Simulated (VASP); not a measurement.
# SiC in VASP: further runs

Aim: see how the results for SiC move with the level of theory and the settings. Levels: PBE, r2SCAN. Tasks: single point.

All numbers are computed with VASP 6.6.1; they aren't measurements. Logs are shortened: lines on timing, memory, paths and dates and some standing lists are left out, and cuts for length are marked.

## (1) The cell of the first run

The structure is cubic, space group F-43m (No. 216). The conventional cell has a = 4.409 Å, b = 4.409 Å, c = 4.409 Å, α = 90.00°, β = 90.00°, γ = 90.00°. Si (site symmetry -43m) has 4 C at 1.91 Å within 2.5 Å. Within 2.5 Å of C (site symmetry -43m) lie 4 Si at 1.91 Å.

## (2) Single point, PBE (strain +1.2%)

Contents of INCAR:

```
PREC = Accurate ; ENCUT = 520
EDIFF = 1E-6 ; ISMEAR = -1
SIGMA = 0.02 ; LREAL = False
LASPH = True ; NELM = 100
ALGO = Normal ; ISIF = 2
LWAVE = False ; LCHARG = False
GGA = PE ; NBANDS = 11
```

Contents of KPOINTS:

```
regular mesh
0
Gamma
  10 10 10
```

Contents of POSCAR:

```
SiC
1.0
    0.0000000000      2.2046245912      2.2046245912
    2.2046245912      0.0000000000      2.2046245912
    2.2046245912      2.2046245912      0.0000000000
Si C
1 1
Direct
    0.0000000000      0.0000000000      0.0000000000
    0.2500000000      0.2500000000      0.2500000000
```

Potentials or basis: VASP PAW PBE potentials, release 64 (Si, C).

Launch:

```bash
$ cat potpaw_PBE.64/Si/POTCAR potpaw_PBE.64/C/POTCAR > POTCAR
$ mpirun -np 1 vasp_std > vasp.out
```

OUTCAR:

```text
PREC = Accurate
   ENCUT = 520
   EDIFF = 1E-6
   ISMEAR = -1
   LREAL = False
   LASPH = True
   NELM = 100
   ISIF = 2
   GGA = PE

 ion  position               nearest neighbor table
   1  0.000  0.000  0.000-   2 1.91   2 1.91   2 1.91   2 1.91
   2  0.250  0.250  0.250-   1 1.91   1 1.91   1 1.91   1 1.91

  LATTYP: Found a face centered cubic cell.
 ALAT       =     4.4092491824

  Lattice vectors:

 A1 = (   0.0000000000,   2.2046245912,   2.2046245912)
 A2 = (   2.2046245912,   0.0000000000,   2.2046245912)
 A3 = (   2.2046245912,   2.2046245912,   0.0000000000)

Analysis of symmetry for initial positions (statically):
=====================================================================
 Subroutine PRICEL returns:
 Original cell was already a primitive cell.

 Routine SETGRP: Setting up the symmetry group for a
 face centered cubic supercell.

 Subroutine GETGRP returns: Found 24 space group operations
 (whereof 24 operations were pure point group operations)
 out of a pool of 48 trial point group operations.

The static configuration has the point symmetry T_d .

Analysis of symmetry for dynamics (positions and initial velocities):
=====================================================================
 Subroutine PRICEL returns:
 Original cell was already a primitive cell.

 Routine SETGRP: Setting up the symmetry group for a
 face centered cubic supercell.

 Subroutine GETGRP returns: Found 24 space group operations
 (whereof 24 operations were pure point group operations)
 out of a pool of 48 trial point group operations.

The dynamic configuration has the point symmetry T_d .

 Subroutine INISYM returns: Found 24 space group operations
 (whereof 24 operations are pure point group operations),
 and found     1 'primitive' translations

----------------------------------------------------------------------------------------

                                     Primitive cell

  volume of cell :      21.4306

  direct lattice vectors                    reciprocal lattice vectors
     0.000000000  2.204624591  2.204624591    -0.226795982  0.226795982  0.226795982
     2.204624591  0.000000000  2.204624591     0.226795982 -0.226795982  0.226795982
     2.204624591  2.204624591  0.000000000     0.226795982  0.226795982 -0.226795982

  length of vectors
     3.117809997  3.117809997  3.117809997     0.392822164  0.392822164  0.392822164

[... 86 lines left out ...]
   ISIF   =      2    stress and relaxation
   ISYM   =      2    0-nonsym 1-usesym 2-fastsym
   POTIM  = 0.5000    time-step for ionic-motion
   TEBEG  =    0.0;   TEEND  =   0.0 temperature during run
   PSTRESS=    0.0 pullay stress
   NELECT =       8.0000    total number of electrons
   NUPDOWN=      -1.0000    fix difference up-down
   EMIN   =  10.00;   EMAX   =-10.00  energy-range for DOS
   EFERMI =   0.00;   METHOD = LEGACY
   ISMEAR =    -1;   SIGMA  =   0.02  broadening in eV -4-tet -1-fermi 0-gaus
   EFERMI_NEDOS =   21; number of points for ismear=-14 and -15
   IALGO  =     38    algorithm
   IMIX   =      4    mixing-type and parameters
     AMIX     =   0.40;   BMIX     =  1.00
     AMIX_MAG =   1.60;   BMIX_MAG =  1.00
  volume/ion in A,a.u.               =      10.72        72.31
  Fermi-wavevector in a.u.,A,eV,Ry     =   1.178764  2.227541 18.905084  1.389484
  Thomas-Fermi vector in A             =   2.315087
   LORBIT       =      0    0 simple, 1 ext, 2 COOP (PROOUT), +10 PAW based schemes
   GGA     = PE    functional components
   LHFCALC =     F    Hartree Fock is set to
   AEXX    =    0.0000 exact exchange contribution
   IVDW    =     0    specifies the selected vdW correction
   LEPSILON=     F    determine dielectric tensor
   LRPA    =     F    only Hartree local field effects (RPA)
 non-spin polarized calculation
  energy-cutoff  :      520.00
  volume of cell :       21.43
 maximum number of plane-waves:       589
   NGX = 11   NGY = 11   NGZ = 11

 number of electron       8.0000001 magnetization

 Free energy of the ion-electron system (eV)
  ---------------------------------------------------
  ext. energy  EPLUGINS =         0.00000000
  ---------------------------------------------------
  free energy    TOTEN  =       -15.05524149 eV

  energy without entropy =      -15.05524149  energy(sigma->0) =      -15.05524149

 E-fermi :   8.1238     XC(G=0): -11.2037

 val. band max:        7.7182071450   @ k =   0.0000   0.0000   0.0000
 cond. band min:       9.1066639374   @ k =   0.5000   0.5000   0.0000
 fundamental gap:      1.3884567923
 Fermi energy:         8.1238134117

 k-point     1 :       0.0000    0.0000    0.0000
  band No.  band energies     occupation
      1      -7.4125      2.00000
      2       7.7182      2.00000
      3       7.7182      2.00000
      4       7.7182      2.00000
      5      13.5422      0.00000
      6      14.7860      0.00000
      7      14.7860      0.00000
      8      14.7860      0.00000
      9      22.0218      0.00000
     10      22.0218      0.00000
     11      23.6609      0.00000
[... 309 lines left out ...]
 k-point    24 :       0.4000    0.3000    0.0000
  band No.  band energies     occupation
      1      -4.3636      2.00000
      2       2.1764      2.00000
      3       4.6371      2.00000
      4       5.1486      2.00000
      5      10.5606      0.00000
      6      13.1974      0.00000
      7      18.9683      0.00000
      8      19.3202      0.00000
      9      21.0807      0.00000
     10      25.4750      0.00000
     11      28.4302      0.00000

 [... further k-points ...]

------------------------ aborting loop because EDIFF is reached ----------------------------------------

  FORCE on cell =-STRESS in cart. coord.  units (eV):
  Direction    XX          YY          ZZ          XY          YZ          ZX
  --------------------------------------------------------------------------------------
  -------------------------------------------------------------------------------------
  Total       -0.5562527     -0.5562527     -0.5562527     -0.0000000      0.0000000      0.0000000
  in kB      -41.5861594    -41.5861594    -41.5861594     -0.0000000      0.0000000      0.0000000
  external PRESSURE =     -41.5861594 kB  Pullay stress =       0.0000000 kB

 VOLUME and BASIS-vectors are now :
 -----------------------------------------------------------------------------
  energy-cutoff  :      520.00
  volume of cell :       21.43
      direct lattice vectors                 reciprocal lattice vectors
     0.000000000  2.204624591  2.204624591    -0.226795982  0.226795982  0.226795982
     2.204624591  0.000000000  2.204624591     0.226795982 -0.226795982  0.226795982
     2.204624591  2.204624591  0.000000000     0.226795982  0.226795982 -0.226795982

 POSITION                                       TOTAL-FORCE (eV/Angst)
 -----------------------------------------------------------------------------------
      0.00000      0.00000      0.00000         0.000000      0.000000      0.000000
      1.10231      1.10231      1.10231        -0.000000     -0.000000     -0.000000
 -----------------------------------------------------------------------------------
    total drift:                                0.000000      0.000000      0.000000

  FREE ENERGIE OF THE ION-ELECTRON SYSTEM (eV)
  ---------------------------------------------------
  free  energy   TOTEN  =       -15.0552414880 eV

  energy  without entropy=      -15.0552414880  energy(sigma->0) =      -15.05524149
```

OSZICAR:

```text
N       E                     dE             d eps       ncg     rms          rms(c)
DAV:   1     0.397081919019E+01    0.39708E+01   -0.39402E+03  1069   0.611E+02
DAV:   2    -0.161777924097E+02   -0.20149E+02   -0.19007E+02  1317   0.109E+02
DAV:   3    -0.168121697467E+02   -0.63438E+00   -0.63318E+00  1265   0.164E+01
DAV:   4    -0.168147590079E+02   -0.25893E-02   -0.25891E-02  1192   0.131E+00
DAV:   5    -0.168147716617E+02   -0.12654E-04   -0.12654E-04  1247   0.855E-02    0.846E+00
DAV:   6    -0.151014458396E+02    0.17133E+01   -0.64343E+00  1160   0.112E+01    0.372E+00
DAV:   7    -0.150624809822E+02    0.38965E-01   -0.34574E-01  1232   0.339E+00    0.172E+00
DAV:   8    -0.150550327444E+02    0.74482E-02   -0.19926E-02  1172   0.935E-01    0.173E-01
DAV:   9    -0.150551214350E+02   -0.88691E-04   -0.17659E-03  1309   0.235E-01    0.112E-01
DAV:  10    -0.150552385328E+02   -0.11710E-03   -0.26335E-04  1190   0.972E-02    0.267E-02
DAV:  11    -0.150552410202E+02   -0.24874E-05   -0.48571E-05  1238   0.355E-02    0.707E-03
DAV:  12    -0.150552414880E+02   -0.46775E-06   -0.22283E-06  1076   0.888E-03
   1 F= -.15055241E+02 E0= -.15055241E+02  d E =-.427831E-11
```

stdout:

```text
POSCAR found type information on POSCAR SiC
 POSCAR found :  2 types and       2 ions
 scaLAPACK will be used
 LDA part: xc-table for (Slater+PW92), standard interpolation
 POSCAR, INCAR and KPOINTS ok, starting setup
 FFT: planning ... GRIDC
 FFT: planning ... GRID_SOFT
 FFT: planning ... GRID
 WAVECAR not read
 entering main loop
```

Wall time 14 s (1 thread of AMD EPYC 7R13, shared host); peak memory 0.11 GiB.

Results:

```
Free energy            : -15.0552 eV
Pressure               : -4.2 GPa
Band gap on the k mesh : 1.39 eV, indirect (least direct gap 4.51 eV)
```

Caveat: the cell differs from its parent crystal (strain +1.2%). A k mesh can miss the band edges.

## (3) Single point, r2SCAN (strain +1.2%)

POSCAR is that of step 2.

Contents of INCAR.step1:

```
PREC     = Accurate       # precision mode
ENCUT    = 520            # plane-wave cutoff, eV
ISMEAR   = 0              # smearing method
SIGMA    = 0.01           # smearing width, eV
LREAL    = F              # projectors in reciprocal space
LASPH    = T              # aspherical terms in the spheres
NELM     = 80             # most SCF steps
NBANDS   = 11             # bands
GGA      = PE             # functional
ALGO     = Normal         # electronic algorithm
EDIFF    = 1E-4           # SCF threshold, eV
LWAVE    = T              # write WAVECAR
LCHARG   = F              # write CHGCAR
```

Contents of INCAR.step2:

```
PREC     = Accurate       # precision mode
ENCUT    = 520            # plane-wave cutoff, eV
EDIFF    = 1E-6           # SCF threshold, eV
ISMEAR   = 0              # smearing method
SIGMA    = 0.01           # smearing width, eV
LREAL    = F              # projectors in reciprocal space
LASPH    = T              # aspherical terms in the spheres
NELM     = 80             # most SCF steps
ALGO     = Normal         # electronic algorithm
ISIF     = 2              # what is computed and relaxed
LWAVE    = F              # write WAVECAR
LCHARG   = F              # write CHGCAR
METAGGA  = R2SCAN         # meta-GGA
LMIXTAU  = T            
NBANDS   = 11             # bands
ISTART   = 1
```

Contents of KPOINTS:

```
Automatic mesh
0
Gamma
  10 10 10
```

Potentials or basis: VASP PAW PBE potentials, release 64 (Si, C).

Launch:

```bash
$ cat potpaw_PBE.64/Si/POTCAR potpaw_PBE.64/C/POTCAR > POTCAR
$ cp INCAR.step1 INCAR
$ mpirun -np 1 vasp_std > vasp.out
$ cp INCAR.step2 INCAR
$ mpirun -np 1 vasp_std > vasp.out
```

OUTCAR:

```text
PREC = Accurate
   ENCUT = 520
   EDIFF = 1E-6
   ISMEAR = 0
   LREAL = F
   LASPH = T
   NELM = 80
   ISIF = 2
   METAGGA = R2SCAN
   ISTART = 1

 ion  position               nearest neighbor table
   1  0.000  0.000  0.000-   2 1.91   2 1.91   2 1.91   2 1.91
   2  0.250  0.250  0.250-   1 1.91   1 1.91   1 1.91   1 1.91

  LATTYP: Found a face centered cubic cell.
 ALAT       =     4.4092491824

  Lattice vectors:

 A1 = (   0.0000000000,   2.2046245912,   2.2046245912)
 A2 = (   2.2046245912,   0.0000000000,   2.2046245912)
 A3 = (   2.2046245912,   2.2046245912,   0.0000000000)

Analysis of symmetry for initial positions (statically):
=====================================================================
 Subroutine PRICEL returns:
 Original cell was already a primitive cell.

 Routine SETGRP: Setting up the symmetry group for a
 face centered cubic supercell.

 Subroutine GETGRP returns: Found 24 space group operations
 (whereof 24 operations were pure point group operations)
 out of a pool of 48 trial point group operations.

The static configuration has the point symmetry T_d .

Analysis of symmetry for dynamics (positions and initial velocities):
=====================================================================
 Subroutine PRICEL returns:
 Original cell was already a primitive cell.

 Routine SETGRP: Setting up the symmetry group for a
 face centered cubic supercell.

 Subroutine GETGRP returns: Found 24 space group operations
 (whereof 24 operations were pure point group operations)
 out of a pool of 48 trial point group operations.

The dynamic configuration has the point symmetry T_d .

 Subroutine INISYM returns: Found 24 space group operations
 (whereof 24 operations are pure point group operations),
 and found     1 'primitive' translations

----------------------------------------------------------------------------------------

                                     Primitive cell

[... 112 lines left out ...]
  Fermi-wavevector in a.u.,A,eV,Ry     =   1.178764  2.227541 18.905084  1.389484
  Thomas-Fermi vector in A             =   2.315087
   LORBIT       =      0    0 simple, 1 ext, 2 COOP (PROOUT), +10 PAW based schemes
   METAGGA = R2SCAN    functional components
   LHFCALC =     F    Hartree Fock is set to
   AEXX    =    0.0000 exact exchange contribution
   IVDW    =     0    specifies the selected vdW correction
   LEPSILON=     F    determine dielectric tensor
   LRPA    =     F    only Hartree local field effects (RPA)
 non-spin polarized calculation
 Gauss-broadening in eV      SIGMA  =   0.01
  energy-cutoff  :      520.00
  volume of cell :       21.43
 maximum number of plane-waves:       589
   NGX = 11   NGY = 11   NGZ = 11

 number of electron       8.0000001 magnetization

 Free energy of the ion-electron system (eV)
  ---------------------------------------------------
  ext. energy  EPLUGINS =         0.00000000
  ---------------------------------------------------
  free energy    TOTEN  =       -19.30762581 eV

  energy without entropy =      -19.30762581  energy(sigma->0) =      -19.30762581

 E-fermi :   7.6898     XC(G=0): -11.7778

 val. band max:        7.5956566626   @ k =   0.0000   0.0000   0.0000
 cond. band min:       9.3422274263   @ k =   0.5000   0.5000   0.0000
 fundamental gap:      1.7465707637
 Fermi energy:         7.6897658207

 k-point     1 :       0.0000    0.0000    0.0000
  band No.  band energies     occupation
      1      -8.3076      2.00000
      2       7.5956      2.00000
      3       7.5957      2.00000
      4       7.5957      2.00000
      5      13.9895      0.00000
      6      15.1868      0.00000
      7      15.1868      0.00000
      8      15.1868      0.00000
      9      22.5906      0.00000
     10      22.5906      0.00000
     11      24.7882      0.00000
[... 309 lines left out ...]
 k-point    24 :       0.4000    0.3000    0.0000
  band No.  band energies     occupation
      1      -5.1684      2.00000
      2       1.7995      2.00000
      3       4.3935      2.00000
      4       4.9047      2.00000
      5      10.8531      0.00000
      6      13.5964      0.00000
      7      19.6958      0.00000
      8      20.0476      0.00000
      9      22.0007      0.00000
     10      26.3405      0.00000
     11      29.5210      0.00000

 [... further k-points ...]
[... 5 lines left out ...]
  --------------------------------------------------------------------------------------
  -------------------------------------------------------------------------------------
  Total       -1.0449536     -1.0449536     -1.0449536      0.0000000      0.0000000      0.0000000
  in kB      -78.1220528    -78.1220528    -78.1220528      0.0000000      0.0000000      0.0000000
  external PRESSURE =     -78.1220528 kB  Pullay stress =       0.0000000 kB

 VOLUME and BASIS-vectors are now :
 -----------------------------------------------------------------------------
  energy-cutoff  :      520.00
  volume of cell :       21.43
      direct lattice vectors                 reciprocal lattice vectors
     0.000000000  2.204624591  2.204624591    -0.226795982  0.226795982  0.226795982
     2.204624591  0.000000000  2.204624591     0.226795982 -0.226795982  0.226795982
     2.204624591  2.204624591  0.000000000     0.226795982  0.226795982 -0.226795982

 POSITION                                       TOTAL-FORCE (eV/Angst)
 -----------------------------------------------------------------------------------
      0.00000      0.00000      0.00000        -0.000000     -0.000000      0.000000
      1.10231      1.10231      1.10231         0.000000      0.000000     -0.000000
 -----------------------------------------------------------------------------------
    total drift:                               -0.000000     -0.000000     -0.000000

  FREE ENERGIE OF THE ION-ELECTRON SYSTEM (eV)
  ---------------------------------------------------
  free  energy   TOTEN  =       -19.3076258144 eV

  energy  without entropy=      -19.3076258144  energy(sigma->0) =      -19.30762581
```

OUTCAR.step1:

```text
PREC = Accurate
   ENCUT = 520
   ISMEAR = 0
   LREAL = F
   LASPH = T
[... 556 lines left out ...]
 -----------------------------------------------------------------------------------
      0.00000      0.00000      0.00000         0.000000      0.000000      0.000000
      1.10231      1.10231      1.10231        -0.000000     -0.000000     -0.000000
 -----------------------------------------------------------------------------------
    total drift:                                0.000000      0.000000      0.000000

  FREE ENERGIE OF THE ION-ELECTRON SYSTEM (eV)
  ---------------------------------------------------
  free  energy   TOTEN  =       -15.0552408273 eV

  energy  without entropy=      -15.0552408273  energy(sigma->0) =      -15.05524083
```

Wall time 56 s (1 thread of AMD EPYC 7R13, shared host); peak memory 0.11 GiB.

Results:

- Free energy: -19.3076 eV
- Pressure: -7.8 GPa
- Band gap on the k mesh: 1.75 eV, indirect (least direct gap 5.01 eV)

Caveat: the cell differs from its parent crystal (strain +1.2%); the PAW data sets were made with another functional, which shifts forces and pressure a little. A k mesh can miss the band edges.

(Part 1 of 2 ends here.)
